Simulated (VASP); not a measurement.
# La4HfO: single point with PBE

La4HfO:

```
La Hf O
1.0
     0.00000    4.29839    4.29839
     4.29839    0.00000    4.29839
     4.29839    4.29839    0.00000
La Hf O
4 1 1
Direct
  0.60984 0.60984 0.60984
  0.60984 0.60984 0.17048
  0.60984 0.17048 0.60984
  0.17048 0.60984 0.60984
  0.00000 0.00000 0.00000
  0.75000 0.75000 0.75000
```

The cell was generated, and may not be a known phase.

- Program: VASP 6.6.1
- Task: single point
- Functional: PBE
- Potentials or basis: VASP PAW PBE potentials, release 64 (La, Hf_pv, O)
- Cutoff: 520 eV
- k mesh: 4 × 4 × 4
- Occupations: gaussian, width 0.1 eV
- Spin: no spin polarisation

The pressure is 28.7 GPa, the largest force is 1.311 eV/Å and the band gap on the k mesh is zero (bands 30 and 31 overlap by 0.39 eV).

Forces on the atoms (eV/Å):
```
La   0.757  0.757  0.757
La  -0.757 -0.757  0.757
La  -0.757  0.757 -0.757
La   0.757 -0.757 -0.757
Hf   0.000  0.000  0.000
O    0.000  0.000  0.000
```

Levels at points of the mesh, in eV from the Fermi level:
```tsv
k point	band 28	band 29	band 30	band 31	band 32	band 33
(0.00, 0.00, 0.00)	-0.57	-0.24	-0.24	-0.24	-0.24	-0.24
(0.50, 0.00, 0.00)	-1.05	0.03	0.03	0.19	0.42	0.42
(0.50, 0.50, 0.00)	-1.01	-0.53	-0.07	0.06	0.06	0.32
```

Run time: 110 s on 1 thread of Intel(R) Xeon(R) Platinum 8488C (Sapphire Rapids), on a shared host, peak memory 0.34 GiB.

Caveat: the cell stands under pressure; spin-orbit coupling is left out, which moves the levels of the heavy elements; forces of over 1 eV/Å act on the atoms, so gaps and moduli don't describe the material at rest.
